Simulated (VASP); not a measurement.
Wanted: the native input for a VASP 6.6.1 run.

| Item | Value |
| --- | --- |
| Task | single point |
| Functional | PBEsol |
| Potentials or basis | VASP PAW PBE potentials, release 64 (Ge_d) |
| Cutoff | 520 eV |
| k mesh | 22 × 22 × 12 |
| Occupations | gaussian, width 0.15 eV |
| Spin | no spin polarisation |
| Dipole correction | no |
| Further INCAR settings | ALGO = Normal; EDIFF = 1e-06; NBANDS = 21 |

The structure of Ge lies in POSCAR:

```
Ge
1.0
    0.0000000000      0.0000000000     -2.6427277821
    2.7652112298      0.0000000000      0.0000000000
    0.0000000000     -5.0390024825      0.0000000000
Ge
2
Direct
    0.0000000000      0.4638363974      0.0000000000
    0.0000000000      0.0361636026      0.5000000000
```

This cell differs from its parent crystal: mode 1 (-8.0 1/cm) frozen in, largest displacement +0.100 Å.

The input as run:

INCAR

```
ALGO = Normal
EDIFF = 1E-6
ENCUT = 520
GGA = PS
ISIF = 2
ISMEAR = 0
LASPH = T
LCHARG = T
LELF = T
LREAL = F
LVHAR = T
LWAVE = F
NBANDS = 21
NELM = 60
PREC = Accurate
SIGMA = 0.15
```

KPOINTS

```
k-points
0
Gamma
  22 22 12
```

Potentials or basis: VASP PAW PBE potentials, release 64 (Ge_d).

The run is started by

```bash
$ cat potpaw_PBE.64/Ge_d/POTCAR > POTCAR
$ mpirun -np 1 vasp_std > vasp.out
```

It gave:

```
Pressure               : 0.1 GPa
Largest force          : 0.009 eV/Å
Band gap on the k mesh : zero (band 14 reaches 12.10 eV, above the bottom of band 15 at 4.46 eV)
```

Caveat: the cell differs from its parent crystal (mode 1 (-8.0 1/cm) frozen in, largest displacement +0.100 Å); the PAW data sets were made with another functional, which shifts forces and pressure a little.

It took 3.5 min on 1 thread of Intel(R) Xeon(R) 6975P-C (Granite Rapids), on a shared host, peak memory 0.64 GiB.
